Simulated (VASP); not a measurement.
A run of VASP 6.6.1 is set up as follows.

Contents of INCAR:

```
SYSTEM = Rh
PREC     = Accurate       ! precision mode
ENCUT    = 600            ! plane-wave cutoff, eV
EDIFF    = 1E-6           ! SCF threshold, eV
ISMEAR   = 0              ! smearing method
SIGMA    = 0.1            ! smearing width, eV
LREAL    = .False.        ! projectors in reciprocal space
LASPH    = .True.         ! aspherical terms in the spheres
NELM     = 100            ! most SCF steps
ALGO     = Fast           ! electronic algorithm
ISIF     = 3              ! what is computed and relaxed
LWAVE    = .False.        ! write WAVECAR
LCHARG   = .False.        ! write CHGCAR
GGA      = PE             ! functional
IBRION   = 2              ! ionic algorithm
NSW      = 90             ! ionic steps
EDIFFG   = -0.04          ! ionic threshold
```

Contents of KPOINTS:

```
Automatic mesh
0
Gamma
  6 6 14
  0 0 0
```

POSCAR

```
Rh
1.0
    1.8534006800     -2.1269691500      0.0000000000
    1.8534006800      2.1269691500      0.0000000000
    0.0000000000      0.0000000000      1.2430289600
Rh
1
Direct
    0.5000000000      0.5000000000      0.0000000000
```

Potentials or basis: VASP PAW PBE potentials, release 64 (Rh_pv).

The run is started by

```sh
$ cat potpaw_PBE.64/Rh_pv/POTCAR > POTCAR
$ mpirun -np 1 vasp_std > vasp.out
```

(1) Predict the relaxed cell.

(2) What does it give for the relaxed volume?

Results:

(1) a = 2.704 Å, b = 2.704 Å, c = 2.298 Å, α = 90.00°, β = 90.00°, γ = 119.69°.

(2) 14.59 Å³/atom.

Caveat: the k points lie up to 0.45 Å⁻¹ apart in the final cell, too coarse for converged energies and pressures of a metal; the volume moved by over 15 % at a fixed basis, so the end points are rough.
